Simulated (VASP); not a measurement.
# Si4O7 (a cell with a defect) in VASP: further runs

Si4O7 (a cell with a defect) is run at these levels: PBE; tasks: single point.

Everything below comes from runs of VASP 6.6.1. Logs are shortened: lines on timing, memory, paths and dates and some standing lists are left out, and cuts for length are marked.

## (1) The cell of the first run

The cell holds a defect, 11 atoms: a = 5.080 Å, b = 5.080 Å, c = 7.091 Å, α = 90.00°, β = 90.00°, γ = 90.00°.

## (2) Single point, PBE

File INCAR:

```
SYSTEM = Si4O7
  PREC = Accurate
  ENCUT = 520
  EDIFF = 1E-6
  ISMEAR = 0
  SIGMA = 0.05
  LREAL = .FALSE.
  LASPH = .TRUE.
  NELM = 80
  ALGO = Normal
  ISIF = 2
  LWAVE = .FALSE.
  LCHARG = .FALSE.
  GGA = PE
  NBANDS = 40
```

File KPOINTS:

```
regular mesh
0
G
  4 4 4
  0 0 0
```

File POSCAR:

```
Si4O7
1.0
    5.0799801732      0.0000000000      0.0000000000
    0.0000000000      5.0799801732      0.0000000000
    0.0000000000      0.0000000000      7.0914769300
Si O
4 7
Direct
    0.2944292339      0.2944292339      0.0000000000
    0.2055707661      0.7944292339      0.2500000000
    0.7055707661      0.7055707661      0.5000000000
    0.7944292339      0.2055707661      0.7500000000
    0.4053663613      0.7409644515      0.4248320116
    0.7590355485      0.9053663613      0.6748320116
    0.5946336387      0.2590355485      0.9248320116
    0.7409644515      0.4053663613      0.5751679884
    0.9296522457      0.7252525826      0.3142887782
    0.2590355485      0.5946336387      0.0751679884
    0.0946336387      0.2409644515      0.8251679884
```

Potentials or basis: VASP PAW PBE potentials, release 64 (Si, O).

Command:

```bash
> cat potpaw_PBE.64/Si/POTCAR potpaw_PBE.64/O/POTCAR > POTCAR
> mpirun -np 1 vasp_std > vasp.out
```

OUTCAR:

```text
SYSTEM = Si4O7
   PREC = Accurate
   ENCUT = 520
   EDIFF = 1E-6
   ISMEAR = 0
   LREAL = .FALSE.
   LASPH = .TRUE.
   NELM = 80
   ISIF = 2
   GGA = PE

 ion  position               nearest neighbor table
   1  0.294  0.294  0.000-  11 1.63  10 1.63   7 1.63   4 3.13   2 3.13   2 3.13   4 3.13
   2  0.206  0.794  0.250-   9 1.52   5 1.63  10 1.63   3 3.13   1 3.13   1 3.13   3 3.13
   3  0.706  0.706  0.500-   6 1.63   5 1.63   8 1.63   9 1.74   2 3.13   4 3.13   4 3.13   2 3.13

   4  0.794  0.206  0.750-   7 1.63   8 1.63   6 1.63  11 1.63   1 3.13   3 3.13   3 3.13   1 3.13

   5  0.405  0.741  0.425-   2 1.63   3 1.63
   6  0.759  0.905  0.675-   3 1.63   4 1.63
   7  0.595  0.259  0.925-   4 1.63   1 1.63
   8  0.741  0.405  0.575-   4 1.63   3 1.63
   9  0.930  0.725  0.314-   2 1.52   3 1.74
  10  0.259  0.595  0.075-   2 1.63   1 1.63
  11  0.095  0.241  0.825-   1 1.63   4 1.63

  LATTYP: Found a simple tetragonal cell.
 ALAT       =     5.0799801732
 C/A-ratio  =     1.3959654739

  Lattice vectors:

 A1 = (   5.0799801732,   0.0000000000,   0.0000000000)
 A2 = (   0.0000000000,   5.0799801732,   0.0000000000)
 A3 = (   0.0000000000,   0.0000000000,   7.0914769300)

Analysis of symmetry for initial positions (statically):
=====================================================================
 Subroutine PRICEL returns:
 Original cell was already a primitive cell.

 Routine SETGRP: Setting up the symmetry group for a
 simple tetragonal supercell.

 Subroutine GETGRP returns: Found  1 space group operations
 (whereof  1 operations were pure point group operations)
 out of a pool of 16 trial point group operations.

The static configuration has the point symmetry C_1 .

Analysis of symmetry for dynamics (positions and initial velocities):
=====================================================================
 Subroutine PRICEL returns:
 Original cell was already a primitive cell.

 Routine SETGRP: Setting up the symmetry group for a
 simple tetragonal supercell.

 Subroutine GETGRP returns: Found  1 space group operations
 (whereof  1 operations were pure point group operations)
 out of a pool of 16 trial point group operations.

The dynamic configuration has the point symmetry C_1 .

 Subroutine INISYM returns: Found  1 space group operations
 (whereof  1 operations are pure point group operations),
 and found     1 'primitive' translations

----------------------------------------------------------------------------------------

                                     Primitive cell

  volume of cell :     183.0041

  direct lattice vectors                    reciprocal lattice vectors
     5.079980173  0.000000000  0.000000000     0.196851162  0.000000000  0.000000000
     0.000000000  5.079980173  0.000000000     0.000000000  0.196851162  0.000000000
     0.000000000  0.000000000  7.091476930     0.000000000  0.000000000  0.141014349

  length of vectors
     5.079980173  5.079980173  7.091476930     0.196851162  0.196851162  0.141014349

  position of ions in fractional coordinates (direct lattice)
     0.294429234  0.294429234  0.000000000
     0.205570766  0.794429234  0.250000000
     0.705570766  0.705570766  0.500000000
     0.794429234  0.205570766  0.750000000
     0.405366361  0.740964451  0.424832012
     0.759035549  0.905366361  0.674832012
     0.594633639  0.259035549  0.924832012
     0.740964451  0.405366361  0.575167988
     0.929652246  0.725252583  0.314288778
     0.259035549  0.594633639  0.075167988
     0.094633639  0.240964451  0.825167988

  ion indices of the primitive-cell ions
   primitive index   ion index
                 1           1
                 2           2
                 3           3
                 4           4
                 5           5
                 6           6
                 7           7
                 8           8
                 9           9
                10          10
                11          11

----------------------------------------------------------------------------------------

 KPOINTS: regular mesh

Automatic generation of k-mesh.
 Grid dimensions read from file:
 generate k-points for:    4    4    4

 Generating k-lattice:

  Cartesian coordinates                     Fractional coordinates (reciprocal lattice)
     0.049212790  0.000000000  0.000000000     0.250000000  0.000000000  0.000000000
     0.000000000  0.049212790  0.000000000     0.000000000  0.250000000  0.000000000
     0.000000000  0.000000000  0.035253587     0.000000000  0.000000000  0.250000000

  Length of vectors
     0.049212790  0.049212790  0.035253587

  Shift w.r.t. Gamma in fractional coordinates (k-lattice)
     0.000000000  0.000000000  0.000000000

 Subroutine IBZKPT returns following result:
 ===========================================

 Found     36 irreducible k-points:

 Following reciprocal coordinates:
            Coordinates               Weight
  0.000000  0.000000  0.000000      1.000000
  0.250000  0.000000  0.000000      2.000000
  0.000000  0.250000  0.000000      2.000000
  0.500000  0.000000  0.000000      1.000000
  0.000000  0.500000  0.000000      1.000000
  0.250000  0.250000  0.000000      2.000000
[... 16 lines left out ...]
 -0.250000  0.500000  0.250000      2.000000
  0.500000 -0.250000  0.250000      2.000000
 [... further k-points ...]
   k-points           NKPTS =     36   k-points in BZ     NKDIM =     36   number of bands    NBANDS=     40
   number of dos      NEDOS =    301   number of ions     NIONS =     11
   total plane-waves  NPLWV =  86400
   dimension x,y,z NGX =    40 NGY =   40 NGZ =   54
   dimension x,y,z NGXF=    80 NGYF=   80 NGZF=  108
   ions per type =               4   7
   NGX,Y,Z   is equivalent  to a cutoff of  13.09, 13.09, 12.66 a.u.
   NGXF,Y,Z  is equivalent  to a cutoff of  26.18, 26.18, 25.32 a.u.
 SYSTEM =  Si4O7
   PREC   = accura    normal or accurate (medium, high low for compatibility)
   ISTART =      0    job   : 0-new  1-cont  2-samecut
   ICHARG =      2    charge: 1-file 2-atom 10-const
   ISPIN  =      1    spin polarized calculation?
   LNONCOLLINEAR =      F non collinear calculations
   LSORBIT =      F    spin-orbit coupling
   LASPH  =      T    aspherical Exc in radial PAW
   ENCUT  =  520.0 eV  38.22 Ry    6.18 a.u.   9.45  9.45 13.19*2*pi/ulx,y,z
   NELM   =     80;   NELMIN=  2; NELMDL= -5     # of ELM steps
   EDIFF  = 0.1E-05   stopping-criterion for ELM
   LREAL  =      F    real-space projection
   EDIFFG = 0.1E-04   stopping-criterion for IOM
   NSW    =      0    number of steps for IOM
   IBRION =     -1    ionic relax: 0-MD 1-quasi-New 2-CG
   NFREE  =      0    steps in history (QN), initial steepest desc. (CG)
   ISIF   =      2    stress and relaxation
   ISYM   =      2    0-nonsym 1-usesym 2-fastsym
   POTIM  = 0.5000    time-step for ionic-motion
   TEBEG  =    0.0;   TEEND  =   0.0 temperature during run
   PSTRESS=    0.0 pullay stress
   NELECT =      58.0000    total number of electrons
   NUPDOWN=      -1.0000    fix difference up-down
   EMIN   =  10.00;   EMAX   =-10.00  energy-range for DOS
   EFERMI =   0.00;   METHOD = LEGACY
   ISMEAR =     0;   SIGMA  =   0.05  broadening in eV -4-tet -1-fermi 0-gaus
   EFERMI_NEDOS =   21; number of points for ismear=-14 and -15
   IALGO  =     38    algorithm
   IMIX   =      4    mixing-type and parameters
     AMIX     =   0.40;   BMIX     =  1.00
     AMIX_MAG =   1.60;   BMIX_MAG =  1.00
  volume/ion in A,a.u.               =      16.64       112.27
  Fermi-wavevector in a.u.,A,eV,Ry     =   1.116171  2.109257 16.950639  1.245837
  Thomas-Fermi vector in A             =   2.252782
   LORBIT       =      0    0 simple, 1 ext, 2 COOP (PROOUT), +10 PAW based schemes
   GGA     = PE    functional components
   LHFCALC =     F    Hartree Fock is set to
   AEXX    =    0.0000 exact exchange contribution
   IVDW    =     0    specifies the selected vdW correction
   LEPSILON=     F    determine dielectric tensor
   LRPA    =     F    only Hartree local field effects (RPA)
 non-spin polarized calculation
 Gauss-broadening in eV      SIGMA  =   0.05
  energy-cutoff  :      520.00
  volume of cell :      183.00
 maximum number of plane-waves:      4954
 NGX is ok and might be reduce to    40
   NGX = 19   NGY = 19   NGZ = 27

 number of electron      57.9999989 magnetization

 Free energy of the ion-electron system (eV)
  ---------------------------------------------------
  ext. energy  EPLUGINS =         0.00000000
  ---------------------------------------------------
  free energy    TOTEN  =       -83.24434348 eV

  energy without entropy =      -83.24434348  energy(sigma->0) =      -83.24434348

 E-fermi :   1.9772     XC(G=0):  -7.9106

 val. band max:        1.7065546524   @ k =   0.5000   0.5000   0.5000
 cond. band min:       4.3199858007   @ k =   0.0000   0.5000   0.0000
 fundamental gap:      2.6134311483
 Fermi energy:         1.9772255777

 k-point     1 :       0.0000    0.0000    0.0000
  band No.  band energies     occupation
      1     -19.8421      2.00000
      2     -19.1011      2.00000
      3     -18.7523      2.00000
      4     -18.0842      2.00000
      5     -18.0529      2.00000
      6     -17.8383      2.00000
[... 32 lines left out ...]
     39       9.7290      0.00000
     40      10.4529      0.00000

 k-point     2 :       0.2500    0.0000    0.0000
  band No.  band energies     occupation
      1     -19.7423      2.00000
      2     -19.0255      2.00000
      3     -18.8055      2.00000
      4     -18.1787      2.00000
      5     -18.0715      2.00000
      6     -17.9509      2.00000
[... 935 lines left out ...]
     39       9.5219      0.00000
     40      10.1212      0.00000

 k-point    24 :       0.5000   -0.2500    0.2500
  band No.  band energies     occupation
      1     -19.4618      2.00000
      2     -19.0902      2.00000
      3     -18.7064      2.00000
      4     -18.5662      2.00000
      5     -18.0952      2.00000
      6     -17.9798      2.00000
[... 32 lines left out ...]
     39       9.6905      0.00000
     40      10.1956      0.00000

 [... further k-points ...]

------------------------ aborting loop because EDIFF is reached ----------------------------------------

  FORCE on cell =-STRESS in cart. coord.  units (eV):
  Direction    XX          YY          ZZ          XY          YZ          ZX
  --------------------------------------------------------------------------------------
  -------------------------------------------------------------------------------------
  Total        6.0033145     -3.1407802     -1.7275323      0.1334602      3.2623618      0.6859339
  in kB       52.5582565    -27.4971317    -15.1243258      1.1684273     28.5615632      6.0052641
  external PRESSURE =       3.3122663 kB  Pullay stress =       0.0000000 kB

 VOLUME and BASIS-vectors are now :
 -----------------------------------------------------------------------------
  energy-cutoff  :      520.00
  volume of cell :      183.00
      direct lattice vectors                 reciprocal lattice vectors
     5.079980173  0.000000000  0.000000000     0.196851162  0.000000000  0.000000000
     0.000000000  5.079980173  0.000000000     0.000000000  0.196851162  0.000000000
     0.000000000  0.000000000  7.091476930     0.000000000  0.000000000  0.141014349

 POSITION                                       TOTAL-FORCE (eV/Angst)
 -----------------------------------------------------------------------------------
      1.49569      1.49569      0.00000        -0.388261     -1.858516      1.653259
      1.04430      4.03568      1.77287         3.790342      2.887949     -2.886984
      3.58429      3.58429      3.54574         1.139152     -0.296295     -1.224947
      4.03568      1.04430      5.31861         0.112779      0.194557      0.297475
      2.05925      3.76408      3.01269         0.992584      0.105376      0.394714
      3.85589      4.59924      4.78556         0.119704     -0.197915     -0.541333
      3.02073      1.31590      6.55842         0.337973      0.001380     -0.224769
      3.76408      2.05925      4.07879        -0.063110      0.048223     -0.055425
      4.72261      3.68427      2.22877        -6.309521     -0.430967      3.572321
      1.31590      3.02073      0.53305         0.517481     -0.472840     -0.520272
      0.48074      1.22409      5.85166        -0.249124      0.019048     -0.464040
 -----------------------------------------------------------------------------------
    total drift:                               -0.000198     -0.000597     -0.000064

  FREE ENERGIE OF THE ION-ELECTRON SYSTEM (eV)
  ---------------------------------------------------
  free  energy   TOTEN  =       -83.2443434761 eV

  energy  without entropy=      -83.2443434761  energy(sigma->0) =      -83.24434348
```

It took 4.3 min on 1 thread of Intel Xeon Platinum 8488C (Sapphire Rapids), shared host; peak memory 0.38 GiB.

What came out:

```
Free energy            : -83.2443 eV
Pressure               : 0.3 GPa
Largest force          : 7.263 eV/Å
Band gap on the k mesh : 2.61 eV
```

Forces in eV/Å, atoms in the order of the input:
```
Si  -0.388 -1.859  1.653
Si   3.790  2.888 -2.887
Si   1.139 -0.296 -1.225
Si   0.113  0.195  0.297
O    0.993  0.105  0.395
O    0.120 -0.198 -0.541
O    0.338  0.001 -0.225
O   -0.063  0.048 -0.055
O   -6.310 -0.431  3.572
O    0.517 -0.473 -0.520
O   -0.249  0.019 -0.464
```

Stress tensor (GPa, compression positive):
```
 5.26  0.12  0.60
 0.12 -2.75  2.86
 0.60  2.86 -1.51
```

Caveat: the cell differs from its parent crystal (atoms taken out, atom 9 moved 0.000 of the way to it and -0.225 Å across, host rigid).

## (3) Single point, PBE

File INCAR:

```
  PREC = Accurate
  ENCUT = 520
  EDIFF = 1E-6
  ISMEAR = 0
  SIGMA = 0.05
  LREAL = F
  LASPH = T
  NELM = 100
  ALGO = Normal
  ISIF = 2
  LWAVE = F
  LCHARG = F
  GGA = PE
  NBANDS = 40
```

File KPOINTS:

```
regular mesh
0
Gamma
  4 4 4
```

Changes to POSCAR since step 2:

```diff
@@ -16,3 +16,3 @@
     0.7409644515      0.4053663613      0.5751679884
-    0.9296522457      0.7252525826      0.3142887782
+    0.9782240145      0.6576866509      0.2925303579
     0.2590355485      0.5946336387      0.0751679884
```

Potentials or basis: VASP PAW PBE potentials, release 64 (Si, O).

Command:

```bash
> cat potpaw_PBE.64/Si/POTCAR potpaw_PBE.64/O/POTCAR > POTCAR
> mpirun -np 1 vasp_std > vasp.out
```

It took 3.2 min on 1 thread of Intel Xeon Platinum 8488C (Sapphire Rapids), shared host; peak memory 0.38 GiB.

The run converged. Its results:

| Quantity | Value |
| --- | --- |
| Free energy | -79.9981 eV |
| Pressure | 5.1 GPa |
| Largest force | 20.260 eV/Å |
| Band gap on the k mesh | 2.60 eV |

Forces on the atoms (eV/Å):
```
Si   -0.446  -1.078   1.789
Si   11.930   8.372  -5.315
Si    1.327  -1.367  -1.455
Si    0.196   0.543   0.540
O     2.337   0.416   0.773
O     0.287  -0.390  -0.918
O     0.434  -0.201  -0.328
O    -0.121   0.062   0.015
O   -17.928  -5.200   7.874
O     2.305  -1.059  -2.450
O    -0.323  -0.099  -0.523
```

Stress tensor (GPa, compression positive):
```
14.36  7.18 -1.27
 7.18  0.37  0.55
-1.27  0.55  0.46
```

Levels at points of the mesh, in eV from the valence-band top:
```csv
k point,band 27,band 28,band 29,band 30,band 31,band 32
"(0.00, 0.00, 0.00)",-2.69,-2.08,-1.18,2.86,3.57,5.37
"(0.50, 0.00, 0.00)",-2.94,-2.09,-0.93,3.19,3.58,5.03
"(0.00, 0.50, 0.00)",-2.67,-2.23,-0.06,2.60,3.46,5.17
"(0.50, 0.50, 0.00)",-2.80,-1.95,-0.08,2.88,3.56,4.74
"(0.00, 0.00, 0.50)",-2.70,-2.28,-0.96,2.61,3.79,5.24
"(0.50, 0.00, 0.50)",-2.80,-2.00,-1.04,3.36,3.45,4.89
"(0.00, 0.50, 0.50)",-2.69,-2.05,-0.14,2.71,3.46,4.95
"(0.50, 0.50, 0.50)",-2.82,-2.05,0.00,2.80,3.62,4.90
```

Caveat: the cell differs from its parent crystal (atoms taken out, atom 9 moved 0.000 of the way to it and -0.675 Å across, host rigid).

## (4) Single point, PBE

File INCAR:

```
SYSTEM = Si4O7
ALGO = Normal
EDIFF = 1E-6
ENCUT = 520
GGA = PE
ISIF = 2
ISMEAR = 0
LASPH = .TRUE.
LCHARG = .FALSE.
LREAL = .FALSE.
LWAVE = .FALSE.
NBANDS = 40
NELM = 80
PREC = Accurate
SIGMA = 0.05
```

File KPOINTS:

```
k-points
0
G
  4 4 4
  0 0 0
```

Changes to POSCAR since step 3:

```diff
@@ -16,3 +16,3 @@
     0.7409644515      0.4053663613      0.5751679884
-    0.9782240145      0.6576866509      0.2925303579
+    0.8810804769      0.7928185144      0.3360471985
     0.2590355485      0.5946336387      0.0751679884
```

Command:

```bash
> cat potpaw_PBE.64/Si/POTCAR potpaw_PBE.64/O/POTCAR > POTCAR
> mpirun -np 1 vasp_std > vasp.out
```

Run time: 2.8 min. Hardware: 1 thread of Intel Xeon Platinum 8488C (Sapphire Rapids), shared host; peak memory 0.38 GiB.

It converged, with:

- Free energy: -83.3102 eV
- Pressure: -0.1 GPa
- Largest force: 6.265 eV/Å
- Band gap on the k mesh: 2.58 eV

Forces on the atoms (eV/Å):
```
Si  -0.301 -2.404  1.205
Si  -1.300  2.733 -0.370
Si  -1.790 -0.443  2.731
Si   0.000 -0.413 -0.145
O   -1.003 -0.208  0.040
O   -0.158  0.171  0.570
O    0.110  0.190  0.036
O    0.045  0.078 -0.159
O    4.821  0.291 -3.992
O   -0.345 -0.132  0.318
O   -0.080  0.137 -0.236
```

Stress tensor (GPa, compression positive):
```
 0.20  0.04 -0.78
 0.04 -2.61  2.63
-0.78  2.63  2.13
```

Levels at points of the mesh, in eV from the valence-band top:
```csv
k point,band 27,band 28,band 29,band 30,band 31,band 32
"(0.00, 0.00, 0.00)",-2.45,-2.17,-1.10,3.62,4.35,5.62
"(0.50, 0.00, 0.00)",-2.62,-2.44,-0.85,3.72,4.62,5.83
"(0.00, 0.50, 0.00)",-2.61,-2.45,-0.04,2.58,5.15,5.56
"(0.50, 0.50, 0.00)",-2.69,-2.53,-0.08,2.85,4.95,5.47
"(0.00, 0.00, 0.50)",-2.50,-2.38,-0.86,3.12,4.92,5.48
"(0.50, 0.00, 0.50)",-2.46,-2.38,-0.99,3.78,5.18,5.70
"(0.00, 0.50, 0.50)",-2.67,-2.20,-0.13,2.71,5.07,5.62
"(0.50, 0.50, 0.50)",-2.85,-2.64,0.00,2.81,5.03,5.43
```

Caveat: the cell differs from its parent crystal (atoms taken out, atom 9 moved 0.000 of the way to it and +0.225 Å across, host rigid).

## (5) The runs side by side

| cell | gap on the mesh (eV) | pressure (GPa) | largest force (eV/Å) |
| --- | --- | --- | --- |
| as given, atomic positions A | 2.61 | 0.3 | 7.26 |
| as given, atomic positions B | 2.60 | 5.1 | 20.26 |
| as given, atomic positions C | 2.58 | -0.1 | 6.27 |

Alike in all rows: task single point; level PBE; potentials or basis VASP PAW PBE potentials, release 64 (Si, O); no spin polarisation; k mesh 4 × 4 × 4; cutoff (eV) 520; smearing gaussian 0.05 eV.

Total energies depend on the potentials used, so only differences within one code and one set of settings carry meaning.
